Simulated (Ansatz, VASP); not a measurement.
**One calculation of Al6W, two programs**

```xyz
7
Lattice="5.2500 0.0000 0.0000 -2.6250 4.5466 0.0000 0.0000 0.0000 10.0226" Properties=species:S:1:pos:R:3 pbc="T T T"
Al    2.6250    0.0000    0.0000
Al   -1.3125    2.2733    0.0000
Al    1.3125    2.2733    0.0000
Al    0.0000    0.0000    5.0113
Al    0.0000    0.0000    2.4374
Al    0.0000    0.0000    7.5852
W     0.0000    0.0000    0.0000
```

Alike in both runs: functional PBE; k mesh 4 × 4 × 3; occupations gaussian, width 0.2 eV; no spin polarisation.

Ansatz relaxed the structure, and its values are those at the end. VASP's run is a single point on that final structure, the one shown.

|  | VASP | Ansatz |
| --- | --- | --- |
| version | VASP 6.6.1 | Ansatz 0.2.0 |
| potentials or method | VASP PAW PBE potentials, release 64 (Al, W_sv), cutoff 500 eV | scalar-relativistic, plane waves, PAW |
| valence electrons in the cell | 32 | 32 |

```tsv
	VASP	Ansatz	Ansatz less VASP
gap on the k mesh at the Fermi level (eV)	0.20	0.20	0.000
least direct gap on the mesh (eV)	0.30	0.30	+0.001
pressure (GPa)	0.0	0.0	+0.01
rms of the force components (eV/Å)	0.004	0.005	+0.0011
```

Spin-orbit coupling is off throughout.
